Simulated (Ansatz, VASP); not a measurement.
## Two plane-wave programs on CsI

```xyz
2
Lattice="4.5667 0.0000 0.0000 0.0000 4.5667 0.0000 0.0000 0.0000 4.5667" Properties=species:S:1:pos:R:3 pbc="T T T"
Cs    0.0000    0.0000    0.0000
I     2.2833    2.2833    2.2833
```

Alike in both runs: task single point; functional PBE; k mesh 6 × 6 × 6; occupations gaussian, width 0.02 eV; no spin polarisation.

|  | VASP | Ansatz |
| --- | --- | --- |
| version | VASP 6.6.1 | Ansatz 0.2.0 |
| potentials or method | VASP PAW PBE potentials, release 64 (Cs_sv, I), cutoff 500 eV | scalar-relativistic, plane waves, PAW |
| valence electrons in the cell | 16 | 26 |

Ansatz gave:

```
gap on the k mesh at the Fermi level (eV) : 3.89
least direct gap on the mesh (eV)         : 3.98
pressure (GPa)                            : 0.8
```

Question: What did VASP give for the same quantities?

Answer: gap on the k mesh at the Fermi level (eV): 3.88; least direct gap on the mesh (eV): 3.96; pressure (GPa): 0.8.

With one functional, cell and mesh, what is left measures potentials, basis and numerics. VASP's potentials hold 16 valence electrons a cell and Ansatz's 26, so a difference there can come from the potentials and not from the codes.

Neither program's run includes spin-orbit coupling.
